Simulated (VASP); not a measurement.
# Bi (P6_3/mmc) in VASP: single point with PBEsol

Aim: the single point of Bi with PBEsol.

Everything below comes from runs of VASP 6.6.1. Logs are shortened: lines on timing, memory, paths and dates and some standing lists are left out, and cuts for length are marked.

## (1) The cell of the first run

Symmetry: P6_3/mmc, No. 194, hexagonal system. Conventional cell: a = 4.539 Å, b = 4.539 Å, c = 12.066 Å, α = 90.00°, β = 90.00°, γ = 120.00°.

## (2) Single point, PBEsol (zz strain of +2 %)

File INCAR:

```
SYSTEM = Bi
ALGO     = Normal         ! electronic algorithm
EDIFF    = 1E-6           ! SCF threshold, eV
ENCUT    = 520            ! plane-wave cutoff, eV
GGA      = PS             ! functional
ISIF     = 2              ! what is computed and relaxed
ISMEAR   = -1             ! smearing method
LASPH    = .True.         ! aspherical terms in the spheres
LCHARG   = .False.        ! write CHGCAR
LREAL    = .False.        ! projectors in reciprocal space
LWAVE    = .False.        ! write WAVECAR
NBANDS   = 22             ! bands
NELM     = 100            ! most SCF steps
PREC     = Accurate       ! precision mode
SIGMA    = 0.08           ! smearing width, eV
```

File KPOINTS:

```
k-points
0
Gamma
  9 9 3
  0 0 0
```

File POSCAR:

```
Bi
1.0
    4.5390002997      0.0000000000      0.0000000000
   -2.2695001499      3.9308895674      0.0000000000
    0.0000000000      0.0000000000     12.0655800000
Bi
2
Direct
    0.3333333333      0.6666666667      0.2500000000
    0.6666666667      0.3333333333      0.7500000000
```

Potentials or basis: VASP PAW PBE potentials, release 64 (Bi_d).

Started as:

```
> cat potpaw_PBE.64/Bi_d/POTCAR > POTCAR
> mpirun -np 1 vasp_std > vasp.out
```

OUTCAR:

```text
SYSTEM = Bi
   EDIFF = 1E-6
   ENCUT = 520
   GGA = PS
   ISIF = 2
   ISMEAR = -1
   LASPH = .True.
   LREAL = .False.
   NELM = 100
   PREC = Accurate

 ion  position               nearest neighbor table
   1  0.333  0.667  0.250-
   2  0.667  0.333  0.750-

  LATTYP: Found a hexagonal cell.
 ALAT       =     4.5390002997
 C/A-ratio  =     2.6582020717

  Lattice vectors:

 A1 = (   4.5390002997,   0.0000000000,   0.0000000000)
 A2 = (  -2.2695001499,   3.9308895674,   0.0000000000)
 A3 = (   0.0000000000,   0.0000000000,  12.0655800000)

Analysis of symmetry for initial positions (statically):
=====================================================================
 Subroutine PRICEL returns:
 Original cell was already a primitive cell.

 Routine SETGRP: Setting up the symmetry group for a
 hexagonal supercell.

 Subroutine GETGRP returns: Found 24 space group operations
 (whereof 12 operations were pure point group operations)
 out of a pool of 24 trial point group operations.

The static configuration has the point symmetry D_3d.
 The point group associated with its full space group is D_6h.

Analysis of symmetry for dynamics (positions and initial velocities):
=====================================================================
 Subroutine PRICEL returns:
 Original cell was already a primitive cell.

 Routine SETGRP: Setting up the symmetry group for a
 hexagonal supercell.

 Subroutine GETGRP returns: Found 24 space group operations
 (whereof 12 operations were pure point group operations)
 out of a pool of 24 trial point group operations.

The dynamic configuration has the point symmetry D_3d.
 The point group associated with its full space group is D_6h.

 Subroutine INISYM returns: Found 24 space group operations
 (whereof 12 operations are pure point group operations),
 and found     1 'primitive' translations

----------------------------------------------------------------------------------------

                                     Primitive cell

  volume of cell :     215.2778

  direct lattice vectors                    reciprocal lattice vectors
     4.539000300  0.000000000  0.000000000     0.220312830  0.127197672  0.000000000
    -2.269500150  3.930889567  0.000000000     0.000000000  0.254395343  0.000000000
     0.000000000  0.000000000 12.065580000     0.000000000  0.000000000  0.082880392

  length of vectors
     4.539000300  4.539000300 12.065580000     0.254395343  0.254395343  0.082880392

  position of ions in fractional coordinates (direct lattice)
     0.333333333  0.666666667  0.250000000
     0.666666667  0.333333333  0.750000000

  ion indices of the primitive-cell ions
   primitive index   ion index
                 1           1
                 2           2

----------------------------------------------------------------------------------------

 KPOINTS: k-points

Automatic generation of k-mesh.
 Grid dimensions read from file:
 generate k-points for:    9    9    3

 Generating k-lattice:

  Cartesian coordinates                     Fractional coordinates (reciprocal lattice)
     0.024479203  0.014133075  0.000000000     0.111111111 -0.000000000  0.000000000
     0.000000000  0.028266149  0.000000000     0.000000000  0.111111111  0.000000000
     0.000000000  0.000000000  0.027626797     0.000000000  0.000000000  0.333333333

  Length of vectors
     0.028266149  0.028266149  0.027626797

  Shift w.r.t. Gamma in fractional coordinates (k-lattice)
     0.000000000  0.000000000  0.000000000

 Subroutine IBZKPT returns following result:
 ===========================================

 Found     24 irreducible k-points:

 Following reciprocal coordinates:
            Coordinates               Weight
  0.000000  0.000000  0.000000      1.000000
  0.111111 -0.000000  0.000000      6.000000
  0.222222  0.000000  0.000000      6.000000
  0.333333 -0.000000  0.000000      6.000000
  0.444444  0.000000  0.000000      6.000000
  0.111111  0.111111  0.000000      6.000000
[... 16 lines left out ...]
  0.333333  0.222222  0.333333     24.000000
  0.333333  0.333333  0.333333      4.000000
   k-points           NKPTS =     24   k-points in BZ     NKDIM =     24   number of bands    NBANDS=     22
   number of dos      NEDOS =    301   number of ions     NIONS =      2
   total plane-waves  NPLWV = 116640
   dimension x,y,z NGX =    36 NGY =   36 NGZ =   90
   dimension x,y,z NGXF=    72 NGYF=   72 NGZF=  180
   ions per type =               2
   NGX,Y,Z   is equivalent  to a cutoff of  13.19, 13.19, 12.40 a.u.
   NGXF,Y,Z  is equivalent  to a cutoff of  26.37, 26.37, 24.80 a.u.
 SYSTEM =  Bi
   PREC   = accura    normal or accurate (medium, high low for compatibility)
   ISTART =      0    job   : 0-new  1-cont  2-samecut
   ICHARG =      2    charge: 1-file 2-atom 10-const
   ISPIN  =      1    spin polarized calculation?
   LNONCOLLINEAR =      F non collinear calculations
   LSORBIT =      F    spin-orbit coupling
   LASPH  =      T    aspherical Exc in radial PAW
   ENCUT  =  520.0 eV  38.22 Ry    6.18 a.u.   8.44  8.44 22.43*2*pi/ulx,y,z
   NELM   =    100;   NELMIN=  2; NELMDL= -5     # of ELM steps
   EDIFF  = 0.1E-05   stopping-criterion for ELM
   LREAL  =      F    real-space projection
   EDIFFG = 0.1E-04   stopping-criterion for IOM
   NSW    =      0    number of steps for IOM
   IBRION =     -1    ionic relax: 0-MD 1-quasi-New 2-CG
   NFREE  =      0    steps in history (QN), initial steepest desc. (CG)
   ISIF   =      2    stress and relaxation
   ISYM   =      2    0-nonsym 1-usesym 2-fastsym
   POTIM  = 0.5000    time-step for ionic-motion
   TEBEG  =    0.0;   TEEND  =   0.0 temperature during run
   PSTRESS=    0.0 pullay stress
   NELECT =      30.0000    total number of electrons
   NUPDOWN=      -1.0000    fix difference up-down
   EMIN   =  10.00;   EMAX   =-10.00  energy-range for DOS
   EFERMI =   0.00;   METHOD = LEGACY
   ISMEAR =    -1;   SIGMA  =   0.08  broadening in eV -4-tet -1-fermi 0-gaus
   EFERMI_NEDOS =   21; number of points for ismear=-14 and -15
   IALGO  =     38    algorithm
   IMIX   =      4    mixing-type and parameters
     AMIX     =   0.40;   BMIX     =  1.00
     AMIX_MAG =   1.60;   BMIX_MAG =  1.00
  volume/ion in A,a.u.               =     107.64       726.38
  Fermi-wavevector in a.u.,A,eV,Ry     =   0.848755  1.603914  9.801425  0.720384
  Thomas-Fermi vector in A             =   1.964468
   LORBIT       =      0    0 simple, 1 ext, 2 COOP (PROOUT), +10 PAW based schemes
   GGA     = PS    functional components
   LHFCALC =     F    Hartree Fock is set to
   AEXX    =    0.0000 exact exchange contribution
   IVDW    =     0    specifies the selected vdW correction
   LEPSILON=     F    determine dielectric tensor
   LRPA    =     F    only Hartree local field effects (RPA)
 non-spin polarized calculation
  energy-cutoff  :      520.00
  volume of cell :      215.28
 maximum number of plane-waves:      5853
 NGX is ok and might be reduce to    36
   NGX = 17   NGY = 17   NGZ = 45

 number of electron      29.9999999 magnetization

 Free energy of the ion-electron system (eV)
  ---------------------------------------------------
  ext. energy  EPLUGINS =         0.00000000
  ---------------------------------------------------
  free energy    TOTEN  =        -3.43771904 eV

  energy without entropy =       -3.28316384  energy(sigma->0) =       -3.36044144

 E-fermi :  -1.2148     XC(G=0):  -5.3350

 val. band max:       -1.2164714037   @ k =   0.3333  -0.0000   0.3333
 cond. band min:      -1.2109858988   @ k =   0.2222   0.1111   0.0000
 fundamental gap:      0.0054855049
 Fermi energy:        -1.2148270904

 k-point     1 :       0.0000    0.0000    0.0000
  band No.  band energies     occupation
      1     -23.9845      2.00000
      2     -23.9845      2.00000
      3     -23.9845      2.00000
      4     -23.9845      2.00000
      5     -23.9730      2.00000
      6     -23.9730      2.00000
[... 14 lines left out ...]
     21       4.4158      0.00000
     22       4.5625      0.00000

 k-point     2 :       0.1111   -0.0000    0.0000
  band No.  band energies     occupation
      1     -23.9845      2.00000
      2     -23.9845      2.00000
      3     -23.9836      2.00000
      4     -23.9836      2.00000
      5     -23.9733      2.00000
      6     -23.9732      2.00000
[... 14 lines left out ...]
     21       4.5290      0.00000
     22       4.8325      0.00000

 k-point     3 :       0.2222    0.0000    0.0000
  band No.  band energies     occupation
      1     -23.9845      2.00000
      2     -23.9845      2.00000
      3     -23.9815      2.00000
      4     -23.9815      2.00000
      5     -23.9740      2.00000
      6     -23.9740      2.00000
[... 14 lines left out ...]
     21       4.4950      0.00000
     22       5.0816      0.00000

 k-point     4 :       0.3333   -0.0000    0.0000
  band No.  band energies     occupation
      1     -23.9847      2.00000
      2     -23.9847      2.00000
      3     -23.9790      2.00000
      4     -23.9790      2.00000
      5     -23.9748      2.00000
      6     -23.9748      2.00000
[... 14 lines left out ...]
     21       4.2494      0.00000
     22       4.7599      0.00000

 k-point     5 :       0.4444    0.0000    0.0000
  band No.  band energies     occupation
      1     -23.9849      2.00000
      2     -23.9848      2.00000
      3     -23.9774      2.00000
      4     -23.9774      2.00000
      5     -23.9753      2.00000
      6     -23.9753      2.00000
[... 417 lines left out ...]
 k-point    22 :       0.2222    0.2222    0.3333
  band No.  band energies     occupation
      1     -23.9831      2.00000
      2     -23.9831      2.00000
      3     -23.9794      2.00000
      4     -23.9794      2.00000
      5     -23.9748      2.00000
      6     -23.9748      2.00000
[... 14 lines left out ...]
     21       5.2042      0.00000
     22       5.5829      0.00000

 k-point    23 :       0.3333    0.2222    0.3333
  band No.  band energies     occupation
      1     -23.9823      2.00000
      2     -23.9823      2.00000
      3     -23.9788      2.00000
      4     -23.9788      2.00000
      5     -23.9750      2.00000
      6     -23.9750      2.00000
[... 14 lines left out ...]
     21       4.9403      0.00000
     22       5.3473      0.00000

 k-point    24 :       0.3333    0.3333    0.3333
  band No.  band energies     occupation
      1     -23.9803      2.00000
      2     -23.9803      2.00000
      3     -23.9803      2.00000
      4     -23.9803      2.00000
      5     -23.9747      2.00000
      6     -23.9747      2.00000
[... 14 lines left out ...]
     21       4.3749      0.00000
     22       4.8466      0.00000

------------------------ aborting loop because EDIFF is reached ----------------------------------------

  FORCE on cell =-STRESS in cart. coord.  units (eV):
  Direction    XX          YY          ZZ          XY          YZ          ZX
  --------------------------------------------------------------------------------------
  -------------------------------------------------------------------------------------
  Total       -6.6083908     -6.6083908     -0.4179913      0.0000000     -0.0000000      0.0000000
  in kB      -49.1820968    -49.1820968     -3.1108466      0.0000000     -0.0000000      0.0000000
  external PRESSURE =     -33.8250134 kB  Pullay stress =       0.0000000 kB

 VOLUME and BASIS-vectors are now :
 -----------------------------------------------------------------------------
  energy-cutoff  :      520.00
  volume of cell :      215.28
      direct lattice vectors                 reciprocal lattice vectors
     4.539000300  0.000000000  0.000000000     0.220312830  0.127197672  0.000000000
    -2.269500150  3.930889567  0.000000000     0.000000000  0.254395343  0.000000000
     0.000000000  0.000000000 12.065580000     0.000000000  0.000000000  0.082880392

 POSITION                                       TOTAL-FORCE (eV/Angst)
 -----------------------------------------------------------------------------------
     -0.00000      2.62059      3.01640        -0.000000     -0.000000      0.000000
      2.26950      1.31030      9.04919         0.000000      0.000000      0.000000
 -----------------------------------------------------------------------------------
    total drift:                               -0.000000      0.000000      0.000000

  FREE ENERGIE OF THE ION-ELECTRON SYSTEM (eV)
  ---------------------------------------------------
  free  energy   TOTEN  =        -3.4377190416 eV

  energy  without entropy=       -3.2831638366  energy(sigma->0) =       -3.36044144
```

It took 68 s on 1 thread of Intel Xeon Platinum 8375C at 2.90GHz (Ice Lake), shared host; peak memory 0.37 GiB.

Results:

```yaml
Free_energy: -3.4377 eV
Pressure: -3.4 GPa
Band_gap_on_the_k_mesh: zero (band 15 reaches 0.20 eV, above the bottom of band 16 at -1.94 eV)
```

Caveat: the cell differs from its parent crystal (zz strain of +2 %); the PAW data sets were made with another functional, which shifts forces and pressure a little; spin-orbit coupling is left out, which moves the levels of the heavy elements.
